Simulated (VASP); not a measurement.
Y, 2 atoms in the cell. It takes space group P6_3/mmc (No. 194, hexagonal). The conventional cell has a = 3.658 Å, b = 3.658 Å, c = 5.670 Å, α = 90.00°, β = 90.00°, γ = 120.00°. Y (site symmetry -6m2) has 12 Y at 3.54 to 3.66 Å within 4.6 Å. 

```yaml
Program: VASP 6.6.1
Task: relaxation of cell and atoms
Functional: PBE
Potentials_or_basis: VASP PAW PBE potentials, release 64 (Y_sv)
Cutoff: 600 eV
k_mesh: 12 × 12 × 6
Occupations: fermi-dirac, width 0.15 eV
Spin: no spin polarisation
Dipole_correction: no
Further_INCAR_settings: ALGO = Normal; EDIFF = 1e-06; IBRION = 2; EDIFFG = -0.001; NSW = 80; ISIF = 3
```

Potentials or basis: VASP PAW PBE potentials, release 64 (Y_sv).

The run is started by

```console
$ cat potpaw_PBE.64/Y_sv/POTCAR > POTCAR
$ mpirun -np 1 vasp_std > vasp.out
```

Hardware: 1 thread of Oxide Virtual Turin-like Processor, with other jobs on the host.

Q: Estimate the wall time of this run.

A: Wall time 9.3 min on 1 thread of Oxide Virtual Turin-like Processor (shared host), peak memory 0.24 GiB. Counts: scf iterations 77, k points 76, ion steps 17.
